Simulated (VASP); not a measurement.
A run of VASP 6.6.1 is set up as follows.

Contents of INCAR:

```
ALGO     = Normal         # electronic algorithm
EDIFF    = 1E-7           # SCF threshold, eV
EDIFFG   = -0.01          # ionic threshold
ENCUT    = 600            # plane-wave cutoff, eV
GGA      = PE             # functional
IBRION   = 2              # ionic algorithm
ISIF     = 3              # what is computed and relaxed
ISMEAR   = 1              # smearing method
LASPH    = T              # aspherical terms in the spheres
LCHARG   = F              # write CHGCAR
LREAL    = F              # projectors in reciprocal space
LWAVE    = F              # write WAVECAR
NELM     = 80             # most SCF steps
NSW      = 80             # ionic steps
PREC     = Accurate       # precision mode
SIGMA    = 0.02           # smearing width, eV
```

File KPOINTS:

```
k-points
0
Gamma
  18 18 14
```

POSCAR

```
ZrB2
1.0
    3.1700000000      0.0000000000      0.0000000000
   -1.5850000000      2.7453010000      0.0000000000
    0.0000000000      0.0000000000      3.5330000000
Zr B
1 2
Direct
    0.0000000000      0.0000000000      0.0000000000
    0.3333333333      0.6666666667      0.5000000000
    0.6666666667      0.3333333333      0.5000000000
```

Potentials or basis: VASP PAW PBE potentials, release 64 (Zr_sv, B).

The run is started by

```sh
$ cat potpaw_PBE.64/Zr_sv/POTCAR potpaw_PBE.64/B/POTCAR > POTCAR
$ mpirun -np 1 vasp_std > vasp.out
```

Task: What does it give for the space group after relaxing (to 0.05 Å)?

Result: P6/mmm (No. 191).

Task: Predict the band gap on the k mesh.

Result: Zero (band 9 reaches 11.15 eV, above the bottom of band 10 at 9.97 eV).

The path:
| step | energy change (eV) | largest force (eV/Å) | pressure (GPa) | volume (Å³) |
| --- | --- | --- | --- | --- |
| 1 | 0.0000 | 0.0000 | 0.90 | 30.75 |
| 2 | 0.0001 | 0.0000 | -1.07 | 31.00 |
| 3 | -0.0004 | 0.0000 | -0.05 | 30.87 |
| 4 | -0.0004 | 0.0000 | 0.00 | 30.86 |

PBE usually gives volumes a little too large and moduli too small. Zero-point motion and thermal expansion aren't in these numbers.
